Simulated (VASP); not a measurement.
Write the native input for VASP 6.6.1 that does the following.

- Task: single point
- Functional: PBEsol
- Potentials or basis: VASP PAW PBE potentials, release 64 (Sn_d, Te)
- Cutoff: 520 eV
- k mesh: 10 × 10 × 10
- Occupations: gaussian, width 0.03 eV
- Spin: no spin polarisation
- Dipole correction: no
- Further INCAR settings: ALGO = Normal; EDIFF = 1e-06; NBANDS = 17

The structure of SnTe lies in POSCAR:

```
SnTe
1.0
    0.0000000000      3.1565000000      3.1565000000
    3.1565000000      0.0000000000      3.1565000000
    3.1565000000      3.1565000000      0.0000000000
Sn Te
1 1
Direct
    0.0000000000      0.0000000000      0.0000000000
    0.5000000000      0.5000000000      0.5056004022
```

This cell differs from its parent crystal: all Te atoms moved +0.025 Å, as atom 2 along Cartesian [1 1 0].

These files were run (other wordings do the same):

INCAR

```
  PREC = Accurate
  ENCUT = 520
  EDIFF = 1E-6
  ISMEAR = 0
  SIGMA = 0.03
  LREAL = F
  LASPH = T
  NELM = 100
  ALGO = Normal
  ISIF = 2
  LWAVE = F
  LCHARG = F
  GGA = PS
  NBANDS = 17
```

KPOINTS

```
Automatic mesh
0
Gamma
  10 10 10
```

Potentials or basis: VASP PAW PBE potentials, release 64 (Sn_d, Te).

Run with:

```sh
$ cat potpaw_PBE.64/Sn_d/POTCAR potpaw_PBE.64/Te/POTCAR > POTCAR
$ mpirun -np 1 vasp_std > vasp.out
```

It gave:

The pressure is -0.6 GPa and the band gap on the k mesh is 0.12 eV, direct.

Caveat: the cell differs from its parent crystal (all Te atoms moved +0.025 Å, as atom 2 along Cartesian [1 1 0]); the PAW data sets were made with another functional, which shifts forces and pressure a little; spin-orbit coupling is left out, which moves the levels of the heavy elements.

It took 62 s on 1 thread of Intel(R) Xeon(R) 6975P-C (Granite Rapids) (shared host), peak memory 0.33 GiB.
